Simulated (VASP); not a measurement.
# Rh (Fm-3m) in VASP: settings compared

Aim: see how the results for Rh move with the level of theory and the settings. Levels: RPBE, RPBE+D4, PBEsol-based global hybrid with 25 % exact exchange. Tasks: single point.

All numbers are computed with VASP 6.6.1; they aren't measurements. Logs are shortened: lines on timing, memory, paths and dates and some standing lists are left out, and cuts for length are marked.

## (1) The cell of the first run

Symmetry: Fm-3m, No. 225, cubic system. Conventional cell: a = 3.796 Å, b = 3.796 Å, c = 3.796 Å, α = 90.00°, β = 90.00°, γ = 90.00°. Rh (site symmetry m-3m) has 12 Rh at 2.68 Å within 3.5 Å.

## (2) Single point, RPBE

The input, INCAR:

```
SYSTEM = Rh
ALGO = Fast
EDIFF = 1E-7
ENCUT = 520
GGA = RP
ISIF = 2
ISMEAR = -5
LASPH = .True.
LCHARG = .True.
LELF = .True.
LREAL = .False.
LVHAR = .True.
LWAVE = .False.
NBANDS = 14
NELM = 100
PREC = Accurate
SIGMA = 0.05
```

The input, KPOINTS:

```
k-points
0
Gamma
  12 12 12
  0 0 0
```

The input, POSCAR:

```
Rh
1.0
    0.0000000000      1.8978500000      1.8978500000
    1.8978500000      0.0000000000      1.8978500000
    1.8978500000      1.8978500000      0.0000000000
Rh
1
Direct
    0.0000000000      0.0000000000      0.0000000000
```

Potentials or basis: VASP PAW PBE potentials, release 64 (Rh_pv).

Started as:

```console
$ cat potpaw_PBE.64/Rh_pv/POTCAR > POTCAR
$ mpirun -np 1 vasp_std > vasp.out
```

OUTCAR:

```text
SYSTEM = Rh
   EDIFF = 1E-7
   ENCUT = 520
   GGA = RP
   ISIF = 2
   ISMEAR = -5
   LASPH = .True.
   LREAL = .False.
   NELM = 100
   PREC = Accurate

 ion  position               nearest neighbor table
   1  0.000  0.000  0.000-

  LATTYP: Found a face centered cubic cell.
 ALAT       =     3.7957000000

  Lattice vectors:

 A1 = (   0.0000000000,   1.8978500000,   1.8978500000)
 A2 = (   1.8978500000,   0.0000000000,   1.8978500000)
 A3 = (   1.8978500000,   1.8978500000,   0.0000000000)

Analysis of symmetry for initial positions (statically):
=====================================================================
 Subroutine PRICEL returns:
 Original cell was already a primitive cell.

 Routine SETGRP: Setting up the symmetry group for a
 face centered cubic supercell.

 Subroutine GETGRP returns: Found 48 space group operations
 (whereof 48 operations were pure point group operations)
 out of a pool of 48 trial point group operations.

The static configuration has the point symmetry O_h .

Analysis of symmetry for dynamics (positions and initial velocities):
=====================================================================
 Subroutine PRICEL returns:
 Original cell was already a primitive cell.

 Routine SETGRP: Setting up the symmetry group for a
 face centered cubic supercell.

 Subroutine GETGRP returns: Found 48 space group operations
 (whereof 48 operations were pure point group operations)
 out of a pool of 48 trial point group operations.

The dynamic configuration has the point symmetry O_h .

 Subroutine INISYM returns: Found 48 space group operations
 (whereof 48 operations are pure point group operations),
 and found     1 'primitive' translations

----------------------------------------------------------------------------------------

                                     Primitive cell

  volume of cell :      13.6715

  direct lattice vectors                    reciprocal lattice vectors
     0.000000000  1.897850000  1.897850000    -0.263456016  0.263456016  0.263456016
     1.897850000  0.000000000  1.897850000     0.263456016 -0.263456016  0.263456016
     1.897850000  1.897850000  0.000000000     0.263456016  0.263456016 -0.263456016

  length of vectors
     2.683965209  2.683965209  2.683965209     0.456319205  0.456319205  0.456319205

  position of ions in fractional coordinates (direct lattice)
     0.000000000  0.000000000  0.000000000

  ion indices of the primitive-cell ions
   primitive index   ion index
                 1           1

----------------------------------------------------------------------------------------

 KPOINTS: k-points

Automatic generation of k-mesh.
 Grid dimensions read from file:
 generate k-points for:   12   12   12

 Generating k-lattice:

  Cartesian coordinates                     Fractional coordinates (reciprocal lattice)
    -0.021954668  0.021954668  0.021954668     0.083333333  0.000000000  0.000000000
     0.021954668 -0.021954668  0.021954668     0.000000000  0.083333333  0.000000000
     0.021954668  0.021954668 -0.021954668     0.000000000  0.000000000  0.083333333

  Length of vectors
     0.038026600  0.038026600  0.038026600

  Shift w.r.t. Gamma in fractional coordinates (k-lattice)
     0.000000000  0.000000000  0.000000000

 TETIRR: Found    247 inequivalent tetrahedra from    10368

 Subroutine IBZKPT returns following result:
 ===========================================

 Found     72 irreducible k-points:

 Following reciprocal coordinates:
            Coordinates               Weight
  0.000000  0.000000  0.000000      1.000000
  0.083333  0.000000  0.000000      8.000000
  0.166667  0.000000  0.000000      8.000000
  0.250000  0.000000  0.000000      8.000000
  0.333333  0.000000  0.000000      8.000000
  0.416667  0.000000  0.000000      8.000000
[... 16 lines left out ...]
  0.500000  0.166667  0.000000     24.000000
 -0.416667  0.166667  0.000000     24.000000
 [... further k-points ...]
   k-points           NKPTS =     72   k-points in BZ     NKDIM =     72   number of bands    NBANDS=     14
   number of dos      NEDOS =    301   number of ions     NIONS =      1
   total plane-waves  NPLWV =   8000
   dimension x,y,z NGX =    20 NGY =   20 NGZ =   20
   dimension x,y,z NGXF=    40 NGYF=   40 NGZF=   40
   ions per type =               1
   NGX,Y,Z   is equivalent  to a cutoff of  12.39, 12.39, 12.39 a.u.
   NGXF,Y,Z  is equivalent  to a cutoff of  24.78, 24.78, 24.78 a.u.
 SYSTEM =  Rh
   PREC   = accura    normal or accurate (medium, high low for compatibility)
   ISTART =      0    job   : 0-new  1-cont  2-samecut
   ICHARG =      2    charge: 1-file 2-atom 10-const
   ISPIN  =      1    spin polarized calculation?
   LNONCOLLINEAR =      F non collinear calculations
   LSORBIT =      F    spin-orbit coupling
   LASPH  =      T    aspherical Exc in radial PAW
   ENCUT  =  520.0 eV  38.22 Ry    6.18 a.u.   4.99  4.99  4.99*2*pi/ulx,y,z
   NELM   =    100;   NELMIN=  2; NELMDL= -5     # of ELM steps
   EDIFF  = 0.1E-06   stopping-criterion for ELM
   LREAL  =      F    real-space projection
   EDIFFG = 0.1E-05   stopping-criterion for IOM
   NSW    =      0    number of steps for IOM
   IBRION =     -1    ionic relax: 0-MD 1-quasi-New 2-CG
   NFREE  =      0    steps in history (QN), initial steepest desc. (CG)
   ISIF   =      2    stress and relaxation
   ISYM   =      2    0-nonsym 1-usesym 2-fastsym
   POTIM  = 0.5000    time-step for ionic-motion
   TEBEG  =    0.0;   TEEND  =   0.0 temperature during run
   PSTRESS=    0.0 pullay stress
   NELECT =      15.0000    total number of electrons
   NUPDOWN=      -1.0000    fix difference up-down
   EMIN   =  10.00;   EMAX   =-10.00  energy-range for DOS
   EFERMI =   0.00;   METHOD = LEGACY
   ISMEAR =    -5;   SIGMA  =   0.05  broadening in eV -4-tet -1-fermi 0-gaus
   EFERMI_NEDOS =   21; number of points for ismear=-14 and -15
   IALGO  =     68    algorithm
   IMIX   =      4    mixing-type and parameters
     AMIX     =   0.40;   BMIX     =  1.00
     AMIX_MAG =   1.60;   BMIX_MAG =  1.00
  volume/ion in A,a.u.               =      13.67        92.26
  Fermi-wavevector in a.u.,A,eV,Ry     =   1.688496  3.190795 38.790465  2.851019
  Thomas-Fermi vector in A             =   2.770792
   LORBIT       =      0    0 simple, 1 ext, 2 COOP (PROOUT), +10 PAW based schemes
   GGA     = RP    functional components
   LHFCALC =     F    Hartree Fock is set to
   AEXX    =    0.0000 exact exchange contribution
   IVDW    =     0    specifies the selected vdW correction
   LEPSILON=     F    determine dielectric tensor
   LRPA    =     F    only Hartree local field effects (RPA)
 non-spin polarized calculation
 RMM-DIIS sequential band-by-band and
 Fermi weights with tetrahedron method with Bloechl corrections
  energy-cutoff  :      520.00
  volume of cell :       13.67
 maximum number of plane-waves:       380
   NGX =  9   NGY =  9   NGZ =  9

 number of electron      15.0000007 magnetization

 Free energy of the ion-electron system (eV)
  ---------------------------------------------------
  ext. energy  EPLUGINS =         0.00000000
  ---------------------------------------------------
  free energy    TOTEN  =        -6.58596148 eV

  energy without entropy =       -6.58596148  energy(sigma->0) =       -6.58596148

 E-fermi :  12.0541     XC(G=0): -13.9748

 val. band max:       12.6451881514   @ k =   0.5000   0.0000   0.0000
 cond. band min:      11.8346344214   @ k =   0.3333   0.0000   0.0000
 fundamental gap:     -0.8105537300
 Fermi energy:        12.0540573852

 k-point     1 :       0.0000    0.0000    0.0000
  band No.  band energies     occupation
      1     -34.3242      2.00000
      2     -34.3242      2.00000
      3     -34.3242      2.00000
      4       4.1277      2.00000
      5       8.9806      2.00000
      6       8.9806      2.00000
      7       8.9806      2.00000
      8      11.0724      2.00000
      9      11.0724      2.00000
     10      28.0926      0.00000
     11      32.6276      0.00000
     12      33.6043      0.00000
     13      33.6043      0.00000
     14      33.6043      0.00000

 k-point     2 :       0.0833    0.0000    0.0000
  band No.  band energies     occupation
      1     -34.3758      2.00000
      2     -34.3311      2.00000
      3     -34.3311      2.00000
      4       4.4059      2.00000
      5       8.8614      2.00000
      6       9.0869      2.00000
      7       9.0869      2.00000
      8      11.0153      2.00000
      9      11.0153      2.00000
     10      28.4898      0.00000
     11      32.2055      0.00000
     12      32.6284      0.00000
     13      34.0125      0.00000
     14      34.0125      0.00000

 k-point     3 :       0.1667    0.0000    0.0000
  band No.  band energies     occupation
      1     -34.5154      2.00000
      2     -34.3501      2.00000
      3     -34.3501      2.00000
      4       5.1439      2.00000
      5       8.6514      2.00000
      6       9.3017      2.00000
      7       9.3017      2.00000
      8      10.9675      2.00000
      9      10.9675      2.00000
     10      29.3165      0.00000
     11      29.8513      0.00000
     12      32.6272      0.00000
     13      35.1451      0.00000
     14      35.1451      0.00000

 k-point     4 :       0.2500    0.0000    0.0000
  band No.  band energies     occupation
      1     -34.7030      2.00000
      2     -34.3759      2.00000
      3     -34.3759      2.00000
      4       5.9116      2.00000
      5       8.8687      2.00000
      6       9.3414      2.00000
      7       9.3414      2.00000
      8      11.2377      2.00000
      9      11.2377      2.11150
     10      27.2543      0.00000
     11      29.6852      0.00000
     12      32.6273      0.00000
     13      36.6091      0.00000
     14      36.6092      0.00000

 k-point     5 :       0.3333    0.0000    0.0000
  band No.  band energies     occupation
      1     -34.8873      2.00000
      2     -34.4015      2.00000
      3     -34.4015      2.00000
      4       6.1114      2.00000
      5       9.1612      2.00000
      6       9.1612      2.00000
      7      10.1139      2.00000
      8      11.8346      1.83665
      9      11.8346      0.95281
     10      24.5901      0.00000
     11      28.8146      0.00000
[... 276 lines left out ...]
 k-point    22 :       0.4167    0.1667    0.0000
  band No.  band energies     occupation
      1     -34.9146      2.00000
      2     -34.4982      2.00000
      3     -34.4694      2.00000
      4       6.6539      2.00000
      5       8.3616      2.00000
      6       9.1422      2.00000
      7       9.8579      2.00000
      8      12.5864     -0.10202
      9      13.7283     -0.00183
     10      23.9234      0.00000
     11      29.2334      0.00000
     12      31.4765      0.00000
     13      32.6250      0.00000
     14      33.2460      0.00000

 k-point    23 :       0.5000    0.1667    0.0000
  band No.  band energies     occupation
      1     -34.9935      2.00000
      2     -34.5380      2.00000
      3     -34.4700      2.00000
      4       6.6027      2.00000
      5       8.2964      2.00000
      6       9.6661      2.00000
      7       9.7748      2.00000
      8      12.7028      0.00000
      9      15.6653      0.00000
     10      21.3230      0.00000
     11      28.4894      0.00000
     12      31.6430      0.00000
     13      31.9809      0.00000
     14      32.6291      0.00000

 k-point    24 :      -0.4167    0.1667    0.0000
  band No.  band energies     occupation
      1     -35.0000      2.00000
      2     -34.5626      2.00000
      3     -34.4547      2.00000
      4       6.6708      2.00000
      5       8.3104      2.00000
      6       9.5746      2.00000
      7      10.0157      2.00000
      8      12.3329      0.04353
      9      16.2398      0.00000
     10      20.9096      0.00000
     11      28.1634      0.00000
     12      31.0759      0.00000
     13      32.6279      0.00000
     14      32.7656      0.00000

 [... further k-points ...]

------------------------ aborting loop because EDIFF is reached ----------------------------------------

  FORCE on cell =-STRESS in cart. coord.  units (eV):
  Direction    XX          YY          ZZ          XY          YZ          ZX
  --------------------------------------------------------------------------------------
  -------------------------------------------------------------------------------------
  Total        1.0479424      1.0479424      1.0479424      0.0000000      0.0000000     -0.0000000
  in kB      122.8096089    122.8096089    122.8096089      0.0000000      0.0000000     -0.0000000
  external PRESSURE =     122.8096089 kB  Pullay stress =       0.0000000 kB

 VOLUME and BASIS-vectors are now :
 -----------------------------------------------------------------------------
  energy-cutoff  :      520.00
  volume of cell :       13.67
      direct lattice vectors                 reciprocal lattice vectors
     0.000000000  1.897850000  1.897850000    -0.263456016  0.263456016  0.263456016
     1.897850000  0.000000000  1.897850000     0.263456016 -0.263456016  0.263456016
     1.897850000  1.897850000  0.000000000     0.263456016  0.263456016 -0.263456016

 POSITION                                       TOTAL-FORCE (eV/Angst)
 -----------------------------------------------------------------------------------
      0.00000      0.00000      0.00000         0.000000      0.000000      0.000000
 -----------------------------------------------------------------------------------
    total drift:                                0.000000      0.000000      0.000000

  FREE ENERGIE OF THE ION-ELECTRON SYSTEM (eV)
  ---------------------------------------------------
  free  energy   TOTEN  =        -6.5859614824 eV

  energy  without entropy=       -6.5859614824  energy(sigma->0) =       -6.58596148
```

Wall time 24 s (1 thread of Intel Xeon 8259CL, shared host); peak memory 0.13 GiB.

Results:

```
Free energy            : -6.5860 eV
Pressure               : 12.3 GPa
Band gap on the k mesh : zero (an odd number of electrons rules out a gap without spin polarisation)
```

Caveat: the cell stands under pressure; the PAW data sets were made with another functional, which shifts forces and pressure a little; tetrahedron occupations give inexact forces and stress in metals.

## (3) Single point, RPBE+D4, non-collinear spin, typed start, spin-orbit coupling

The input, INCAR:

```
PREC = Accurate
ENCUT = 520
EDIFF = 1E-6
ISMEAR = -4
SIGMA = 0.05
LREAL = False
LASPH = True
NELM = 150
ALGO = Normal
ISIF = 2
LWAVE = False
LCHARG = True
MAGMOM = 0.328 -0.173 -0.254
LORBIT = 11
LSORBIT = True
GGA_COMPAT = False
LORBMOM = True
LMAXMIX = 4
GGA = RP
IVDW = 13
LVHAR = True
NBANDS = 26
```

The input, KPOINTS:

```
regular mesh
0
Gamma
  12 12 12
```

POSCAR is that of step 2.

Potentials or basis: VASP PAW PBE potentials, release 64 (Rh_pv).

Started as:

```console
$ cat potpaw_PBE.64/Rh_pv/POTCAR > POTCAR
$ mpirun -np 1 vasp_ncl > vasp.out
```

Run time: 12 min. Hardware: 1 thread of Intel Xeon 8259CL, shared host; peak memory 0.51 GiB.

Results (log left out):

| Item | Value |
| --- | --- |
| Free energy | -8.3304 eV |
| Pressure | -4.0 GPa |
| Net moment | 0.00 μB per cell |
| Valence electrons inside the program's atomic spheres | Rh 13.81 |
| Dispersion energy per atom | -1.645 eV |

Moments on the atoms (μB; x, y, z):
```
Rh  0.00 0.00 0.00
```

Caveat: the cell stands under tension; the PAW data sets were made with another functional, which shifts forces and pressure a little.

## (4) Single point, PBEsol-based global hybrid with 25 % exact exchange

This run uses another cell than the first one, of 13.18 Å³/atom.

The input, POSCAR:

```
Rh
1.0
    0.0000000000      1.8749349799      1.8749349799
    1.8749349799      0.0000000000      1.8749349799
    1.8749349799      1.8749349799      0.0000000000
Rh
1
Direct
    0.0000000000      0.0000000000      0.0000000000
```

The input, INCAR.step1:

```
PREC = Accurate ; ENCUT = 520
EDIFF = 1E-5 ; ISMEAR = -1
SIGMA = 0.05 ; LREAL = False
LASPH = True ; NELM = 100
ALGO = Normal ; ISIF = 2
LWAVE = True ; LCHARG = False
GGA = PE ; NBANDS = 14
```

The input, INCAR.step2:

```
PREC = Accurate ; ENCUT = 520
EDIFF = 1E-7 ; ISMEAR = -1
SIGMA = 0.05 ; LREAL = False
LASPH = True ; NELM = 100
ALGO = Normal ; ISIF = 2
LWAVE = False ; LCHARG = False
GGA = PS ; LHFCALC = True
AEXX = 0.25 ; PRECFOCK = Normal
ISTART = 1 ; NBANDS = 14
```

The input, KPOINTS:

```
regular mesh
0
Gamma
  6 6 6
```

Started as:

```console
$ cat potpaw_PBE.64/Rh_pv/POTCAR > POTCAR
$ cp INCAR.step1 INCAR
$ mpirun -np 1 vasp_std > vasp.out
$ cp INCAR.step2 INCAR
$ mpirun -np 1 vasp_std > vasp.out
```

Wall time 13 min (1 thread of Intel Xeon Platinum 8488C (Sapphire Rapids), shared host); peak memory 0.14 GiB.

The run converged. Its results:

```
Free energy            : -9.8053 eV
Pressure               : 0.5 GPa
Band gap on the k mesh : zero (an odd number of electrons rules out a gap without spin polarisation)
```

Levels at points of the mesh, in eV from the Fermi level:
| k point | band 3 | band 4 | band 5 | band 6 | band 7 | band 8 | band 9 | band 10 | band 11 | band 12 |
| --- | --- | --- | --- | --- | --- | --- | --- | --- | --- | --- |
| (0.00, 0.00, 0.00) | -49.82 | -9.49 | -4.27 | -4.27 | -4.27 | -1.95 | -1.95 | 17.64 | 23.56 | 23.56 |
| (0.50, 0.00, 0.00) | -49.97 | -7.76 | -4.50 | -4.50 | 1.10 | 1.10 | 1.24 | 10.78 | 17.12 | 23.68 |
| (0.50, 0.50, 0.00) | -50.20 | -8.18 | -7.67 | 0.75 | 1.73 | 1.73 | 4.15 | 14.62 | 15.21 | 15.21 |

Caveat: the k points lie up to 0.48 Å⁻¹ apart, too coarse for converged energies and pressures of a metal; the PAW data sets were made with another functional, which shifts forces and pressure a little.

## (5) Single point, PBEsol-based global hybrid with 25 % exact exchange

The input, POSCAR:

```
Rh
1.0
    0.0000000000      1.8978500000      1.8978500000
    1.8978500000      0.0000000000      1.8978500000
    1.8978500000      1.8978500000      0.0000000000
Rh
1
Direct
    0.0000000000      0.0000000000      0.0000000000
```

The input, INCAR.step1:

```
ALGO = Normal
EDIFF = 1E-5
ENCUT = 520
GGA = PE
ISIF = 2
ISMEAR = -1
LASPH = T
LCHARG = F
LREAL = F
LWAVE = T
NBANDS = 14
NELM = 80
PREC = Accurate
SIGMA = 0.05
```

The input, INCAR.step2:

```
AEXX = 0.25
ALGO = Normal
EDIFF = 1E-6
ENCUT = 520
GGA = PS
ISIF = 2
ISMEAR = -1
ISTART = 1
LASPH = T
LCHARG = F
LHFCALC = T
LREAL = F
LWAVE = F
NBANDS = 14
NELM = 80
PREC = Accurate
PRECFOCK = Normal
SIGMA = 0.05
```

The input, KPOINTS:

```
k-points
0
Gamma
  6 6 6
```

Started as:

```console
$ cat potpaw_PBE.64/Rh_pv/POTCAR > POTCAR
$ cp INCAR.step1 INCAR
$ mpirun -np 1 vasp_std > vasp.out
$ cp INCAR.step2 INCAR
$ mpirun -np 1 vasp_std > vasp.out
```

Run time: 8 min. Hardware: 1 thread of Intel Xeon Platinum 8488C (Sapphire Rapids), shared host; peak memory 0.14 GiB.

Results (log left out):

```
Free energy            : -9.7901 eV
Pressure               : -10.4 GPa
Band gap on the k mesh : zero (an odd number of electrons rules out a gap without spin polarisation)
```

Levels at points of the mesh, in eV from the Fermi level:
```csv
k point,band 4,band 5,band 6,band 7,band 8,band 9,band 10,band 11
"(0.00, 0.00, 0.00)",-9.20,-4.08,-4.08,-4.08,-1.91,-1.91,17.66,23.36
"(0.50, 0.00, 0.00)",-7.43,-4.31,-4.31,1.03,1.03,1.27,10.36,17.12
"(0.50, 0.50, 0.00)",-7.81,-7.31,0.68,1.63,1.63,4.09,14.11,14.98
```

Caveat: the k points lie up to 0.48 Å⁻¹ apart, too coarse for converged energies and pressures of a metal; the PAW data sets were made with another functional, which shifts forces and pressure a little.

## (6) Overview

```csv
level,spin,cell,k mesh,smearing,grid for exact exchange (PRECFOCK),share of exact exchange,gap on the mesh (eV),pressure (GPa)
RPBE,off,"a = 2.684 Å, angles 60.0°, 1 atom",12 × 12 × 12,tetrahedron,-,-,none,12.3
RPBE+D4,"non-collinear, typed start, SOC","a = 2.684 Å, angles 60.0°, 1 atom",12 × 12 × 12,tetrahedron,-,-,-,-4.0
PBEsol-based global hybrid with 25 % exact exchange,off,"a = 2.652 Å, angles 60.0°, 1 atom",6 × 6 × 6,fermi-dirac 0.05 eV,Normal,0.25,none,0.5
PBEsol-based global hybrid with 25 % exact exchange,off,"a = 2.684 Å, angles 60.0°, 1 atom",6 × 6 × 6,fermi-dirac 0.05 eV,Normal,0.25,none,-10.4
```

Alike in all rows: task single point; potentials or basis VASP PAW PBE potentials, release 64 (Rh_pv); cutoff (eV) 520.

Caveats: some runs use coarse meshes; the PAW data sets were made with another functional, which shifts forces and pressure a little; the cell stands under pressure (at least some runs); tetrahedron occupations give inexact forces and stress in metals (at least some runs); the cell stands under tension (at least some runs).

Absolute energies hang on the potentials; compare differences alone.
